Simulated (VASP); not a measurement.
# SiNi (Pnma) in VASP: notebook, part 2 of 2

VASP 6.6.1.

**3. Single point, PBE, collinear spin, ferromagnetic start**

INCAR reads:

```
PREC     = Accurate       # precision mode
ENCUT    = 520            # plane-wave cutoff, eV
EDIFF    = 1E-6           # SCF threshold, eV
ISMEAR   = 0              # smearing method
SIGMA    = 0.013000000000000001 # smearing width, eV
LREAL    = F              # projectors in reciprocal space
LASPH    = T              # aspherical terms in the spheres
NELM     = 150            # most SCF steps
ALGO     = Normal         # electronic algorithm
ISIF     = 2              # what is computed and relaxed
LWAVE    = F              # write WAVECAR
LCHARG   = F              # write CHGCAR
ISPIN    = 2              # spin polarisation
MAGMOM   = 1 1 1 1 0 0 0 0 # initial moments
LORBIT   = 11             # projections on sites
LMAXMIX  = 4              # l up to which the mixer works
GGA      = PE             # functional
NBANDS   = 42             # bands
```

KPOINTS reads:

```
Automatic mesh
0
Gamma
  5 8 5
```

POSCAR reads:

```
SiNi
1.0
    5.1731000000      0.0000000000      0.0000000000
    0.0000000000      3.3381000000      0.0000000000
    0.0000000000      0.0000000000      5.6049000000
Ni Si
4 4
Direct
    0.9922100000      0.7500000000      0.8124800000
    0.5077900000      0.2500000000      0.3124800000
    0.4922100000      0.7500000000      0.6875200000
    0.0077900000      0.2500000000      0.1875200000
    0.6787200000      0.2500000000      0.9175000000
    0.8212800000      0.7500000000      0.4175000000
    0.1787200000      0.2500000000      0.5825000000
    0.3212800000      0.7500000000      0.0825000000
```

Potentials or basis: VASP PAW PBE potentials, release 64 (Ni, Si).

Command:

```bash
cat potpaw_PBE.64/Ni/POTCAR potpaw_PBE.64/Si/POTCAR > POTCAR
mpirun -np 1 vasp_std > vasp.out
```

Run time: 2.5 min. Hardware: 1 thread of Intel Xeon 6975P-C (Granite Rapids), shared host; peak memory 0.4 GiB.

The run converged. Its results:

```
Free energy                                           : -47.5834 eV
Pressure                                              : 1.7 GPa
Largest force                                         : 0.057 eV/Å
Band gap on the k mesh                                : zero (filled and empty bands overlap)
Net moment                                            : 0.00 μB per cell
Valence electrons inside the program's atomic spheres : Ni 9.58; Si 1.61
```

Forces in eV/Å, atoms in the order of the input:
```
Ni  -0.045  0.000 -0.035
Ni   0.045  0.000 -0.035
Ni  -0.045  0.000  0.035
Ni   0.045  0.000  0.035
Si  -0.001  0.000 -0.043
Si   0.001  0.000 -0.043
Si  -0.001  0.000  0.043
Si   0.001  0.000  0.043
```

Stress tensor (GPa, compression positive):
```
-0.26  0.00  0.00
 0.00  3.72  0.00
 0.00  0.00  1.78
```

Levels at points of the mesh, in eV from the Fermi level:
Spin up:
| k point | band 24 | band 25 | band 26 | band 27 | band 28 | band 29 | band 30 | band 31 | band 32 | band 33 |
| --- | --- | --- | --- | --- | --- | --- | --- | --- | --- | --- |
| (0.00, 0.00, 0.00) | -1.97 | -1.86 | -1.20 | -1.00 | -0.98 | 0.54 | 1.20 | 3.37 | 4.05 | 4.17 |
| (0.00, 0.50, 0.00) | -2.09 | -1.86 | -1.86 | -1.43 | -1.43 | -0.63 | -0.63 | 1.98 | 1.98 | 2.52 |
Spin down:
| k point | band 25 | band 26 | band 27 | band 28 | band 29 | band 30 | band 31 | band 32 |
| --- | --- | --- | --- | --- | --- | --- | --- | --- |
| (0.00, 0.00, 0.00) | -1.86 | -1.20 | -1.00 | -0.98 | 0.54 | 1.20 | 3.37 | 4.05 |
| (0.00, 0.50, 0.00) | -1.86 | -1.86 | -1.43 | -1.43 | -0.63 | -0.63 | 1.98 | 1.98 |

Caveat: the moments typed at the start vanished in this run.

**4. Single point, r2SCAN, collinear spin, ferromagnetic start**

POSCAR is that of step 3.

INCAR.step1 reads:

```
SYSTEM = SiNi
PREC = Accurate
ENCUT = 520
ISMEAR = -1
SIGMA = 0.05
LREAL = .False.
LASPH = .True.
NELM = 150
ISPIN = 2
MAGMOM = 1 1 1 1 0 0 0 0
LMAXMIX = 4
NBANDS = 42
GGA = PE
ALGO = Normal
EDIFF = 1E-4
LWAVE = .True.
LCHARG = .False.
```

INCAR.step2 reads:

```
SYSTEM = SiNi
PREC = Accurate
ENCUT = 520
EDIFF = 1E-6
ISMEAR = -1
SIGMA = 0.05
LREAL = .False.
LASPH = .True.
NELM = 150
ALGO = Normal
ISIF = 2
LWAVE = .False.
LCHARG = .True.
ISPIN = 2
MAGMOM = 1 1 1 1 0 0 0 0
LORBIT = 11
LMAXMIX = 4
METAGGA = R2SCAN
LMIXTAU = .True.
LELF = .True.
LVHAR = .True.
NBANDS = 42
ISTART = 1
```

KPOINTS reads:

```
Automatic mesh
0
Gamma
  5 8 5
  0 0 0
```

Command:

```bash
cat potpaw_PBE.64/Ni/POTCAR potpaw_PBE.64/Si/POTCAR > POTCAR
cp INCAR.step1 INCAR
mpirun -np 1 vasp_std > vasp.out
cp INCAR.step2 INCAR
mpirun -np 1 vasp_std > vasp.out
```

Run time: 32 min. Hardware: 1 thread of Oxide Virtual Turin-like, shared host; peak memory 0.39 GiB.

Results (log left out):

| Quantity | Value |
| --- | --- |
| Free energy | -86.6676 eV |
| Pressure | -3.2 GPa |
| Largest force | 0.141 eV/Å |
| Band gap on the k mesh | zero (filled and empty bands overlap) |
| Net moment | 0.00 μB per cell |
| Valence electrons inside the program's atomic spheres | Ni 9.64; Si 1.62 |

Forces on the atoms (eV/Å):
```
Ni   0.039  0.000 -0.136
Ni  -0.039  0.000 -0.136
Ni   0.039  0.000  0.136
Ni  -0.039  0.000  0.136
Si   0.011  0.000  0.025
Si  -0.011  0.000  0.025
Si   0.011  0.000 -0.025
Si  -0.011  0.000 -0.025
```

Stress tensor (GPa, compression positive):
```
-5.45  0.00  0.00
 0.00 -1.31  0.00
 0.00  0.00 -2.93
```

Levels at points of the mesh, in eV from the Fermi level:
Spin up:
| k point | band 26 | band 27 | band 28 | band 29 | band 30 | band 31 |
| --- | --- | --- | --- | --- | --- | --- |
| (0.00, 0.00, 0.00) | -1.28 | -1.10 | -1.10 | 0.54 | 1.30 | 3.52 |
| (0.00, 0.50, 0.00) | -2.03 | -1.55 | -1.55 | -0.66 | -0.66 | 2.07 |
Spin down:
| k point | band 26 | band 27 | band 28 | band 29 | band 30 | band 31 |
| --- | --- | --- | --- | --- | --- | --- |
| (0.00, 0.00, 0.00) | -1.28 | -1.10 | -1.10 | 0.54 | 1.30 | 3.52 |
| (0.00, 0.50, 0.00) | -2.03 | -1.55 | -1.55 | -0.66 | -0.66 | 2.07 |

Caveat: the cell stands under tension; the moments typed at the start vanished in this run; the PAW data sets were made with another functional, which shifts forces and pressure a little.

**5. Relaxation of cell and atoms, PBEsol, collinear spin, ferromagnetic start**

INCAR reads:

```
SYSTEM = SiNi
ALGO = Normal
EDIFF = 1E-6
EDIFFG = -0.02
ENCUT = 600
GGA = PS
IBRION = 2
ISIF = 3
ISMEAR = -1
ISPIN = 2
KPAR = 4
LASPH = .True.
LCHARG = .False.
LMAXMIX = 4
LORBIT = 11
LREAL = .False.
LWAVE = .False.
MAGMOM = 1 1 1 1 0 0 0 0
NELM = 150
NSW = 80
PREC = Accurate
SIGMA = 0.05
```

KPOINTS reads:

```
k-points
0
Gamma
  4 6 4
  0 0 0
```

POSCAR is that of step 4.

Command:

```bash
cat potpaw_PBE.64/Ni/POTCAR potpaw_PBE.64/Si/POTCAR > POTCAR
mpirun -np 4 vasp_std > vasp.out
```

Run time: 10 min. Hardware: 4 MPI ranks of Oxide Virtual Turin-like, shared host; peak memory 0.39 GiB.

It converged, with:

```
Free energy                                           : -52.3087 eV
Relaxed volume                                        : 11.81 Å³/atom
Relaxed cell                                          : a = 5.172 Å, b = 3.293 Å, c = 5.549 Å, α = 90.00°, β = 90.00°, γ = 90.00°
Space group after relaxing (to 0.1 Å)                 : Pnma (No. 62)
Energy gained by relaxing                             : 4.4 meV/atom
Ionic steps                                           : 6
Pressure after relaxing                               : 0.1 GPa
Largest force after relaxing                          : 0.017 eV/Å
Band gap on the k mesh                                : zero (filled and empty bands overlap)
Net moment                                            : 0.00 μB per cell
Valence electrons inside the program's atomic spheres : Ni 9.65; Si 1.62
```

Forces in eV/Å, atoms in the order of the input:
```
Ni   0.000  0.000  0.001
Ni   0.000  0.000  0.001
Ni   0.000  0.000 -0.001
Ni   0.000  0.000 -0.001
Si  -0.007  0.000  0.016
Si   0.007  0.000  0.016
Si  -0.007  0.000 -0.016
Si   0.007  0.000 -0.016
```

Stress tensor (GPa, compression positive):
```
 0.09  0.00  0.00
 0.00 -0.01  0.00
 0.00  0.00  0.15
```

Step by step:
```
step  energy change (eV)  largest force (eV/Å)  pressure (GPa)  volume (Å³)
   1              0.0000                0.0707           -4.14        96.79
   2             -0.0032                0.1340            4.49        92.47
   3             -0.0315                0.0650            0.16        94.54
   4             -0.0343                0.0365            0.02        94.55
   5             -0.0349                0.0235           -0.03        94.55
   6             -0.0350                0.0173            0.08        94.52
```

Final structure:
```xyz
8
Lattice="5.1724 0.0000 0.0000 0.0000 3.2927 0.0000 0.0000 0.0000 5.5495" Properties=species:S:1:pos:R:3 pbc="T T T"
Ni    5.1279    2.4696    4.5128
Ni    2.6307    0.8232    1.7380
Ni    2.5417    2.4696    3.8114
Ni    0.0445    0.8232    1.0367
Si    3.5144    0.8232    5.0895
Si    4.2442    2.4696    2.3148
Si    0.9282    0.8232    3.2347
Si    1.6580    2.4696    0.4600
```

Levels at points of the mesh, in eV from the Fermi level:
Spin up:
```tsv
k point	band 25	band 26	band 27	band 28	band 29	band 30	band 31	band 32
(0.00, 0.00, 0.00)	-1.85	-1.18	-0.99	-0.83	0.55	1.31	3.61	4.29
(0.50, 0.00, 0.00)	-1.87	-1.87	0.89	0.89	1.34	1.34	4.01	4.01
(0.00, 0.50, 0.00)	-1.85	-1.85	-1.45	-1.45	-0.58	-0.58	2.11	2.11
(0.50, 0.50, 0.00)	-1.71	-1.71	-1.71	-1.71	0.60	0.60	0.60	0.60
(0.00, 0.00, 0.50)	-1.50	-1.50	-0.23	-0.23	1.23	1.23	3.44	3.44
(0.50, 0.00, 0.50)	-1.07	-1.07	0.69	0.69	2.60	2.60	2.95	2.95
(0.00, 0.50, 0.50)	-1.95	-1.95	-1.72	-1.72	0.15	0.15	1.43	1.43
(0.50, 0.50, 0.50)	-1.86	-1.86	-1.86	-1.86	2.70	2.70	2.70	2.70
```
Spin down:
```csv
k point,band 26,band 27,band 28,band 29,band 30,band 31
"(0.00, 0.00, 0.00)",-1.18,-0.99,-0.83,0.55,1.31,3.61
"(0.50, 0.00, 0.00)",-1.87,0.89,0.89,1.34,1.34,4.01
"(0.00, 0.50, 0.00)",-1.85,-1.45,-1.45,-0.58,-0.58,2.11
"(0.50, 0.50, 0.00)",-1.71,-1.71,-1.71,0.60,0.60,0.60
"(0.00, 0.00, 0.50)",-1.50,-0.23,-0.23,1.23,1.23,3.44
"(0.50, 0.00, 0.50)",-1.07,0.69,0.69,2.60,2.60,2.95
"(0.00, 0.50, 0.50)",-1.95,-1.72,-1.72,0.15,0.15,1.43
"(0.50, 0.50, 0.50)",-1.86,-1.86,-1.86,2.70,2.70,2.70
```

Caveat: the moments typed at the start vanished in this run; the PAW data sets were made with another functional, which shifts forces and pressure a little.

**6. The runs side by side**

```tsv
task	level	cell	k mesh	cutoff (eV)	smearing	gap on the mesh (eV)	pressure (GPa)	moment (μB)	largest force (eV/Å)
single point	RPBE	as given	5 × 8 × 5	520	fermi-dirac 0.05 eV	none	5.1	0.00	0.08
single point	PBE	as given	5 × 8 × 5	520	gaussian 0.013 eV	none	1.7	0.00	0.06
single point	r2SCAN	as given	5 × 8 × 5	520	fermi-dirac 0.05 eV	none	-3.2	0.00	0.14
relaxation of cell and atoms	PBEsol	relaxed	4 × 6 × 4	600	fermi-dirac 0.05 eV	none	0.1	0.00	0.02
```

Alike in all rows: potentials or basis VASP PAW PBE potentials, release 64 (Ni, Si); spin collinear, ferromagnetic start.

The pressure there spans -3.2 GPa (r2SCAN) to 5.1 GPa (RPBE); a positive pressure means that this level wants a larger cell, a negative one a smaller.

Caveats: the moments typed at the start vanished in this run; the PAW data sets were made with another functional, which shifts forces and pressure a little (at least some runs); the cell stands under pressure (at least some runs); the cell stands under tension (at least some runs).

Absolute energies hang on the potentials; compare differences alone.

**7. Comparison with measurements**

Step 5. The cell as given is a measured one (12.10 Å³/atom); PBEsol puts the equilibrium volume -2.3 % from it, thermal expansion not counted.
